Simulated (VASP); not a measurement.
# Ga4Sb3 in VASP: notebook

Runs on Ga4Sb3. Level: PBEsol. Tasks: single point.

Everything below comes from runs of VASP 6.6.1. Logs are shortened: lines on timing, memory, paths and dates and some standing lists are left out, and cuts for length are marked.

### 1 The cell of the first run

The cell holds a slab with vacuum, 7 atoms: a = 4.321 Å, b = 4.321 Å, c = 26.639 Å, α = 90.00°, β = 90.00°, γ = 90.00°.

### 2 Single point, PBEsol

INCAR reads:

```
PREC = Accurate
ENCUT = 520
EDIFF = 1E-7
ISMEAR = 0
SIGMA = 0.1
LREAL = F
LASPH = T
NELM = 60
ALGO = Normal
ISIF = 2
LWAVE = F
LCHARG = F
LDIPOL = T
IDIPOL = 3
DIPOL = 0.5 0.5 0.497
GGA = PS
NBANDS = 42
```

KPOINTS reads:

```
Automatic mesh
0
Gamma
  7 7 1
```

POSCAR reads:

```
Ga4Sb3
1.0
    4.3212908977      0.0000000000      0.0000000000
    0.0000000000      4.3212908977      0.0000000000
    0.0000000000      0.0000000000     26.6390352431
Sb Ga
3 4
Direct
    0.0000000000      0.5000000000      0.3190806245
    0.5000000000      0.0000000000      0.4337850073
    0.0000000000      0.5000000000      0.5488178822
    0.5000000000      0.5000000000      0.3764328158
    0.0000000000      0.0000000000      0.4905617996
    0.5000000000      0.5000000000      0.6070830752
    0.5000000000      0.5000000000      0.7035867234
```

Potentials or basis: VASP PAW PBE potentials, release 64 (Sb, Ga_d).

Command:

```sh
cat potpaw_PBE.64/Sb/POTCAR potpaw_PBE.64/Ga_d/POTCAR > POTCAR
mpirun -np 1 vasp_std > vasp.out
```

OUTCAR:

```text
PREC = Accurate
   ENCUT = 520
   EDIFF = 1E-7
   ISMEAR = 0
   LREAL = F
   LASPH = T
   NELM = 60
   ISIF = 2
   GGA = PS

 ion  position               nearest neighbor table
   1  0.000  0.500  0.319-   4 2.65   4 2.65
   2  0.500  0.000  0.434-   5 2.64   5 2.64   4 2.65   4 2.65
   3  0.000  0.500  0.549-   5 2.66   5 2.66   6 2.66   6 2.66
   4  0.500  0.500  0.376-   1 2.65   1 2.65   2 2.65   2 2.65
   5  0.000  0.000  0.491-   2 2.64   2 2.64   3 2.66   3 2.66
   6  0.500  0.500  0.607-   7 2.57   3 2.66   3 2.66
   7  0.500  0.500  0.704-   6 2.57

  LATTYP: Found a simple tetragonal cell.
 ALAT       =     4.3212908977
 C/A-ratio  =     6.1646012439

  Lattice vectors:

 A1 = (   4.3212908977,   0.0000000000,   0.0000000000)
 A2 = (   0.0000000000,   4.3212908977,   0.0000000000)
 A3 = (   0.0000000000,   0.0000000000,  26.6390352431)

Analysis of symmetry for initial positions (statically):
=====================================================================
 Subroutine PRICEL returns:
 Original cell was already a primitive cell.

 Routine SETGRP: Setting up the symmetry group for a
 simple tetragonal supercell.

 Subroutine GETGRP returns: Found  4 space group operations
 (whereof  4 operations were pure point group operations)
 out of a pool of 16 trial point group operations.

The static configuration has the point symmetry C_2v.

Analysis of symmetry for dynamics (positions and initial velocities):
=====================================================================
 Subroutine PRICEL returns:
 Original cell was already a primitive cell.

 Routine SETGRP: Setting up the symmetry group for a
 simple tetragonal supercell.

 Subroutine GETGRP returns: Found  4 space group operations
 (whereof  4 operations were pure point group operations)
 out of a pool of 16 trial point group operations.

The dynamic configuration has the point symmetry C_2v.

 Subroutine INISYM returns: Found  4 space group operations
 (whereof  4 operations are pure point group operations),
 and found     1 'primitive' translations

----------------------------------------------------------------------------------------

                                     Primitive cell

  volume of cell :     497.4455

  direct lattice vectors                    reciprocal lattice vectors
     4.321290898  0.000000000  0.000000000     0.231412331  0.000000000  0.000000000
     0.000000000  4.321290898  0.000000000     0.000000000  0.231412331  0.000000000
     0.000000000  0.000000000 26.639035243     0.000000000  0.000000000  0.037538897

  length of vectors
     4.321290898  4.321290898 26.639035243     0.231412331  0.231412331  0.037538897

  position of ions in fractional coordinates (direct lattice)
     0.000000000  0.500000000  0.319080625
     0.500000000  0.000000000  0.433785007
     0.000000000  0.500000000  0.548817882
     0.500000000  0.500000000  0.376432816
     0.000000000  0.000000000  0.490561800
     0.500000000  0.500000000  0.607083075
     0.500000000  0.500000000  0.703586723

  ion indices of the primitive-cell ions
   primitive index   ion index
                 1           1
                 2           2
                 3           3
                 4           4
                 5           5
                 6           6
                 7           7

----------------------------------------------------------------------------------------

 KPOINTS: Automatic mesh

Automatic generation of k-mesh.
 Grid dimensions read from file:
 generate k-points for:    7    7    1

 Generating k-lattice:

  Cartesian coordinates                     Fractional coordinates (reciprocal lattice)
     0.033058904  0.000000000  0.000000000     0.142857143  0.000000000  0.000000000
     0.000000000  0.033058904  0.000000000     0.000000000  0.142857143  0.000000000
     0.000000000  0.000000000  0.037538897     0.000000000  0.000000000  1.000000000

  Length of vectors
     0.033058904  0.033058904  0.037538897

  Shift w.r.t. Gamma in fractional coordinates (k-lattice)
     0.000000000  0.000000000  0.000000000

 Subroutine IBZKPT returns following result:
 ===========================================

 Found     16 irreducible k-points:

 Following reciprocal coordinates:
            Coordinates               Weight
  0.000000  0.000000  0.000000      1.000000
  0.142857  0.000000  0.000000      2.000000
  0.000000  0.142857  0.000000      2.000000
  0.285714  0.000000  0.000000      2.000000
  0.000000  0.285714  0.000000      2.000000
  0.428571  0.000000  0.000000      2.000000
[... 8 lines left out ...]
 -0.285714  0.428571  0.000000      4.000000
  0.428571  0.428571  0.000000      4.000000
   k-points           NKPTS =     16   k-points in BZ     NKDIM =     16   number of bands    NBANDS=     42
   number of dos      NEDOS =    301   number of ions     NIONS =      7
   total plane-waves  NPLWV = 204800
   dimension x,y,z NGX =    32 NGY =   32 NGZ =  200
   dimension x,y,z NGXF=    64 NGYF=   64 NGZF=  400
   ions per type =               3   4
   NGX,Y,Z   is equivalent  to a cutoff of  12.31, 12.31, 12.48 a.u.
   NGXF,Y,Z  is equivalent  to a cutoff of  24.62, 24.62, 24.96 a.u.
 SYSTEM =  unknown system
   PREC   = accura    normal or accurate (medium, high low for compatibility)
   ISTART =      0    job   : 0-new  1-cont  2-samecut
   ICHARG =      2    charge: 1-file 2-atom 10-const
   ISPIN  =      1    spin polarized calculation?
   LNONCOLLINEAR =      F non collinear calculations
   LSORBIT =      F    spin-orbit coupling
   LASPH  =      T    aspherical Exc in radial PAW
   ENCUT  =  520.0 eV  38.22 Ry    6.18 a.u.   8.03  8.03 49.53*2*pi/ulx,y,z
   NELM   =     60;   NELMIN=  2; NELMDL= -5     # of ELM steps
   EDIFF  = 0.1E-06   stopping-criterion for ELM
   LREAL  =      F    real-space projection
   EDIFFG = 0.1E-05   stopping-criterion for IOM
   NSW    =      0    number of steps for IOM
   IBRION =     -1    ionic relax: 0-MD 1-quasi-New 2-CG
   NFREE  =      0    steps in history (QN), initial steepest desc. (CG)
   ISIF   =      2    stress and relaxation
   ISYM   =      2    0-nonsym 1-usesym 2-fastsym
   POTIM  = 0.5000    time-step for ionic-motion
   TEBEG  =    0.0;   TEEND  =   0.0 temperature during run
   PSTRESS=    0.0 pullay stress
   NELECT =      67.0000    total number of electrons
   NUPDOWN=      -1.0000    fix difference up-down
   EMIN   =  10.00;   EMAX   =-10.00  energy-range for DOS
   EFERMI =   0.00;   METHOD = LEGACY
   ISMEAR =     0;   SIGMA  =   0.10  broadening in eV -4-tet -1-fermi 0-gaus
   EFERMI_NEDOS =   21; number of points for ismear=-14 and -15
   IALGO  =     38    algorithm
   IMIX   =      4    mixing-type and parameters
     AMIX     =   0.40;   BMIX     =  1.00
     AMIX_MAG =   1.60;   BMIX_MAG =  1.00
  volume/ion in A,a.u.               =      71.06       479.56
  Fermi-wavevector in a.u.,A,eV,Ry     =   0.839173  1.585806  9.581366  0.704211
  Thomas-Fermi vector in A             =   1.953348
   LORBIT       =      0    0 simple, 1 ext, 2 COOP (PROOUT), +10 PAW based schemes
   GGA     = PS    functional components
   LHFCALC =     F    Hartree Fock is set to
   AEXX    =    0.0000 exact exchange contribution
   IVDW    =     0    specifies the selected vdW correction
   LEPSILON=     F    determine dielectric tensor
   LRPA    =     F    only Hartree local field effects (RPA)
 non-spin polarized calculation
 Gauss-broadening in eV      SIGMA  =   0.10
  energy-cutoff  :      520.00
  volume of cell :      497.45
 maximum number of plane-waves:     13492
   NGX = 17   NGY = 17   NGZ = 99

 dipolmoment           0.000000      0.000000      0.037612 electrons x Angstroem

 number of electron      67.0000064 magnetization

 dipolmoment           0.000000      0.000000     -0.095948 electrons x Angstroem

 Free energy of the ion-electron system (eV)
  ---------------------------------------------------
  ext. energy  EPLUGINS =         0.00000000
  ---------------------------------------------------
  free energy    TOTEN  =       -24.04199736 eV

  energy without entropy =      -24.00955711  energy(sigma->0) =      -24.02577724

 E-fermi :  -1.2109     XC(G=0):  -4.4835

 val. band max:       -1.2240218859   @ k =   0.0000   0.1429   0.0000
 cond. band min:      -1.2086441246   @ k =   0.2857   0.2857   0.0000
 fundamental gap:      0.0153777614
 Fermi energy:        -1.2108810634

 k-point     1 :       0.0000    0.0000    0.0000
  band No.  band energies     occupation
      1     -16.2801      2.00000
      2     -16.2629      2.00000
      3     -16.1852      2.00000
      4     -16.1779      2.00000
      5     -16.1347      2.00000
      6     -15.9147      2.00000
[... 34 lines left out ...]
     41       1.6250      0.00000
     42       2.6103      0.00000

 k-point     2 :       0.1429    0.0000    0.0000
  band No.  band energies     occupation
      1     -16.2787      2.00000
      2     -16.2633      2.00000
      3     -16.1858      2.00000
      4     -16.1778      2.00000
      5     -16.1347      2.00000
      6     -15.9126      2.00000
[... 34 lines left out ...]
     41       2.3979      0.00000
     42       2.6354      0.00000

 k-point     3 :       0.0000    0.1429    0.0000
  band No.  band energies     occupation
      1     -16.2793      2.00000
      2     -16.2633      2.00000
      3     -16.1852      2.00000
      4     -16.1772      2.00000
      5     -16.1352      2.00000
      6     -15.9136      2.00000
[... 34 lines left out ...]
     41       2.1081      0.00000
     42       2.3996      0.00000

 k-point     4 :       0.2857    0.0000    0.0000
  band No.  band energies     occupation
      1     -16.2755      2.00000
      2     -16.2642      2.00000
      3     -16.1870      2.00000
      4     -16.1776      2.00000
      5     -16.1346      2.00000
      6     -15.9084      2.00000
[... 484 lines left out ...]
     41       2.2418      0.00000
     42       2.9585      0.00000

 k-point    15 :      -0.2857    0.4286    0.0000
  band No.  band energies     occupation
      1     -16.2719      2.00000
      2     -16.2664      2.00000
      3     -16.1868      2.00000
      4     -16.1741      2.00000
      5     -16.1372      2.00000
      6     -15.9146      2.00000
[... 34 lines left out ...]
     41       2.6151      0.00000
     42       3.2805      0.00000

 k-point    16 :       0.4286    0.4286    0.0000
  band No.  band energies     occupation
      1     -16.2693      2.00000
      2     -16.2672      2.00000
      3     -16.1878      2.00000
      4     -16.1740      2.00000
      5     -16.1371      2.00000
      6     -15.9141      2.00000
[... 34 lines left out ...]
     41       2.1269      0.00000
     42       2.7528      0.00000

------------------------ aborting loop because EDIFF is reached ----------------------------------------

 vacuum level on the upper side and lower side of the slab       (xc-potential included)        -0.550         0.364

  FORCE on cell =-STRESS in cart. coord.  units (eV):
  Direction    XX          YY          ZZ          XY          YZ          ZX
  --------------------------------------------------------------------------------------
  -------------------------------------------------------------------------------------
  Total       -1.1585730     -3.4870494      0.0837130      0.0000000      0.0000000      0.0000000
  in kB       -3.7315434    -11.2311231      0.2696235      0.0000000      0.0000000      0.0000000
  external PRESSURE =      -4.8976810 kB  Pullay stress =       0.0000000 kB

 VOLUME and BASIS-vectors are now :
 -----------------------------------------------------------------------------
  energy-cutoff  :      520.00
  volume of cell :      497.45
      direct lattice vectors                 reciprocal lattice vectors
     4.321290898  0.000000000  0.000000000     0.231412331  0.000000000  0.000000000
     0.000000000  4.321290898  0.000000000     0.000000000  0.231412331  0.000000000
     0.000000000  0.000000000 26.639035243     0.000000000  0.000000000  0.037538897

 POSITION                                       TOTAL-FORCE (eV/Angst)
 -----------------------------------------------------------------------------------
      0.00000      2.16065      8.50000         0.000000      0.000000      0.105265
      2.16065      0.00000     11.55561         0.000000      0.000000      0.094373
      0.00000      2.16065     14.61998         0.000000      0.000000     -0.012387
      2.16065      2.16065     10.02781         0.000000      0.000000     -0.216217
      0.00000      0.00000     13.06809         0.000000      0.000000      0.003414
      2.16065      2.16065     16.17211         0.000000      0.000000      0.026477
      2.16065      2.16065     18.74287         0.000000      0.000000     -0.000926
 -----------------------------------------------------------------------------------
    total drift:                                0.000000     -0.000000      0.000042

  FREE ENERGIE OF THE ION-ELECTRON SYSTEM (eV)
  ---------------------------------------------------
  free  energy   TOTEN  =       -24.0419973569 eV

  energy  without entropy=      -24.0095571133  energy(sigma->0) =      -24.02577724

 vacuum level on the upper side and lower side of the slab         3.090         4.026
```

It took 11 min on 1 thread of Intel Xeon Platinum 8259CL at 2.50GHz (Skylake/Cascade Lake), shared host; peak memory 0.62 GiB.

Results:

```
Free energy   : -24.0420 eV
Largest force : 0.216 eV/Å
```

Forces on the atoms (eV/Å):
```
Sb   0.000  0.000  0.105
Sb   0.000  0.000  0.094
Sb   0.000  0.000 -0.012
Ga   0.000  0.000 -0.216
Ga   0.000  0.000  0.003
Ga   0.000  0.000  0.026
Ga   0.000  0.000 -0.001
```

Caveat: the PAW data sets were made with another functional, which shifts forces and pressure a little; spin-orbit coupling is left out, which moves the levels of the heavy elements.

### 3 Single point, PBEsol

INCAR reads:

```
SYSTEM = Ga4Sb3
ALGO = Normal
DIPOL = 0.5 0.5 0.488
EDIFF = 1E-7
ENCUT = 520
GGA = PS
IDIPOL = 3
ISIF = 2
ISMEAR = 0
LASPH = .TRUE.
LCHARG = .TRUE.
LDIPOL = .TRUE.
LELF = .TRUE.
LREAL = .FALSE.
LVACPOTAV = .TRUE.
LVHAR = .TRUE.
LWAVE = .FALSE.
NBANDS = 42
NELM = 100
PREC = Accurate
SIGMA = 0.1
```

KPOINTS reads:

```
k-points
0
G
  7 7 1
  0 0 0
```

POSCAR reads:

```
Ga4Sb3
1.0
    4.3212908977      0.0000000000      0.0000000000
    0.0000000000      4.3212908977      0.0000000000
    0.0000000000      0.0000000000     26.6390352431
Sb Ga
3 4
Direct
    0.0000000000      0.5000000000      0.3190806245
    0.5000000000      0.0000000000      0.4337850073
    0.0000000000      0.5000000000      0.5486678072
    0.5000000000      0.5000000000      0.3764328158
    0.0000000000      0.0000000000      0.4899148934
    0.5000000000      0.5000000000      0.6073518950
    0.5000000000      1.0000000000      0.6393485109
```

Potentials or basis: VASP PAW PBE potentials, release 64 (Sb, Ga_d).

Command:

```sh
cat potpaw_PBE.64/Sb/POTCAR potpaw_PBE.64/Ga_d/POTCAR > POTCAR
mpirun -np 1 vasp_std > vasp.out
```

OUTCAR:

```text
SYSTEM = Ga4Sb3
   EDIFF = 1E-7
   ENCUT = 520
   GGA = PS
   ISIF = 2
   ISMEAR = 0
   LASPH = .TRUE.
   LREAL = .FALSE.
   NELM = 100
   PREC = Accurate

 ion  position               nearest neighbor table
   1  0.000  0.500  0.319-   4 2.65   4 2.65
   2  0.500  0.000  0.434-   5 2.63   5 2.63   4 2.65   4 2.65
   3  0.000  0.500  0.549-   6 2.67   6 2.67   5 2.67   5 2.67
   4  0.500  0.500  0.376-   1 2.65   1 2.65   2 2.65   2 2.65
   5  0.000  0.000  0.490-   2 2.63   2 2.63   3 2.67   3 2.67
   6  0.500  0.500  0.607-   7 2.32   7 2.32   3 2.67   3 2.67
   7  0.500  0.000  0.639-   6 2.32   6 2.32

  LATTYP: Found a simple tetragonal cell.
 ALAT       =     4.3212908977
 C/A-ratio  =     6.1646012439

  Lattice vectors:

[... 918 lines left out ...]
  external PRESSURE =       1.2695675 kB  Pullay stress =       0.0000000 kB

 VOLUME and BASIS-vectors are now :
 -----------------------------------------------------------------------------
  energy-cutoff  :      520.00
  volume of cell :      497.45
      direct lattice vectors                 reciprocal lattice vectors
     4.321290898  0.000000000  0.000000000     0.231412331  0.000000000  0.000000000
     0.000000000  4.321290898  0.000000000     0.000000000  0.231412331  0.000000000
     0.000000000  0.000000000 26.639035243     0.000000000  0.000000000  0.037538897

 POSITION                                       TOTAL-FORCE (eV/Angst)
 -----------------------------------------------------------------------------------
      0.00000      2.16065      8.50000         0.000000      0.000000      0.174572
      2.16065      0.00000     11.55561         0.000000      0.000000      0.160069
      0.00000      2.16065     14.61598         0.000000      0.000000     -0.003602
      2.16065      2.16065     10.02781         0.000000      0.000000     -0.346129
      0.00000      0.00000     13.05086         0.000000      0.000000      0.001722
      2.16065      2.16065     16.17927         0.000000      0.000000      0.009561
      2.16065      0.00000     17.03163         0.000000      0.000000      0.003806
 -----------------------------------------------------------------------------------
    total drift:                                0.000000     -0.000000     -0.001454

  FREE ENERGIE OF THE ION-ELECTRON SYSTEM (eV)
  ---------------------------------------------------
  free  energy   TOTEN  =       -24.9153080283 eV

  energy  without entropy=      -24.8979336202  energy(sigma->0) =      -24.90662082

 vacuum level on the upper side and lower side of the slab         2.532         4.408
```

OSZICAR:

```text
N       E                     dE             d eps       ncg     rms          rms(c)
DAV:   1     0.447996902172E+03    0.44800E+03   -0.28856E+04  1448   0.151E+03
DAV:   2     0.233147536772E+02   -0.42468E+03   -0.41362E+03  1602   0.341E+02
DAV:   3    -0.233670428325E+02   -0.46682E+02   -0.45639E+02  1652   0.123E+02
[... 29 lines left out ...]
DAV:  33    -0.249153070413E+02   -0.10344E-05   -0.12688E-07  1064   0.162E-03    0.750E-04
DAV:  34    -0.249153073983E+02   -0.35693E-06   -0.41915E-08   996   0.971E-04    0.434E-04
DAV:  35    -0.249153077328E+02   -0.33458E-06   -0.21183E-08   964   0.744E-04    0.178E-04
DAV:  36    -0.249153079461E+02   -0.21326E-06   -0.87021E-09   976   0.528E-04    0.248E-04
DAV:  37    -0.249153080283E+02   -0.82156E-07   -0.24485E-09   944   0.262E-04
   1 F= -.24915308E+02 E0= -.24906621E+02  d E =-.173744E-01
```

stdout:

```text
POSCAR found type information on POSCAR SbGa
 POSCAR found :  2 types and       7 ions
 scaLAPACK will be used
 -----------------------------------------------------------------------------
[... 23 lines left out ...]
|     Did not find any points to average over, which means that no vacuum     |
|     field-free region was found. Please increase the size of  your cell     |
|     in the dimension of the dipole correction to obtain accurate            |
|     workfunction values.                                                    |
|                                                                             |
 -----------------------------------------------------------------------------
```

Wall time 15 min (1 thread of Intel Xeon Platinum 8259CL at 2.50GHz (Skylake/Cascade Lake), shared host); peak memory 0.62 GiB.

What came out:

```yaml
Free_energy: -24.9153 eV
Largest_force: 0.346 eV/Å
```

Forces on the atoms (eV/Å):
```
Sb   0.000  0.000  0.175
Sb   0.000  0.000  0.160
Sb   0.000  0.000 -0.004
Ga   0.000  0.000 -0.346
Ga   0.000  0.000  0.002
Ga   0.000  0.000  0.010
Ga   0.000  0.000  0.004
```

Caveat: the PAW data sets were made with another functional, which shifts forces and pressure a little; spin-orbit coupling is left out, which moves the levels of the heavy elements.
